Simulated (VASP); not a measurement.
Here is a VASP 6.6.1 calculation.

The input INCAR:

```
SYSTEM = MnS
  PREC = Accurate
  ENCUT = 520
  EDIFF = 1E-6
  ISMEAR = 0
  SIGMA = 0.1
  LREAL = .FALSE.
  LASPH = .TRUE.
  NELM = 150
  ALGO = Normal
  ISIF = 2
  LWAVE = .FALSE.
  LCHARG = .FALSE.
  ISPIN = 2
  MAGMOM = 4.04 0
  LORBIT = 11
  LMAXMIX = 4
  GGA = PS
  NBANDS = 20
```

KPOINTS

```
regular mesh
0
G
  14 14 14
  0 0 0
```

POSCAR

```
MnS
1.0
    0.0000000000      2.4687617762      2.4687617762
    2.4687617762      0.0000000000      2.4687617762
    2.4687617762      2.4687617762      0.0000000000
Mn S
1 1
Direct
    0.0000000000      0.0000000000      0.0000000000
    0.5000000000      0.5000000000      0.5000000000
```

Potentials or basis: VASP PAW PBE potentials, release 64 (Mn_pv, S).

Launch:

```console
$ cat potpaw_PBE.64/Mn_pv/POTCAR potpaw_PBE.64/S/POTCAR > POTCAR
$ mpirun -np 1 vasp_std > vasp.out
```

**Question.** Estimate the site moments.

**Answer.** Mn +3.79; S +0.06 μB.

**Question.** Predict the pressure.

**Answer.** 0.3 GPa.

Caveat: the PAW data sets were made with another functional, which shifts forces and pressure a little; a cell with one magnetic atom can't hold antiferromagnetic order, which such compounds often take.
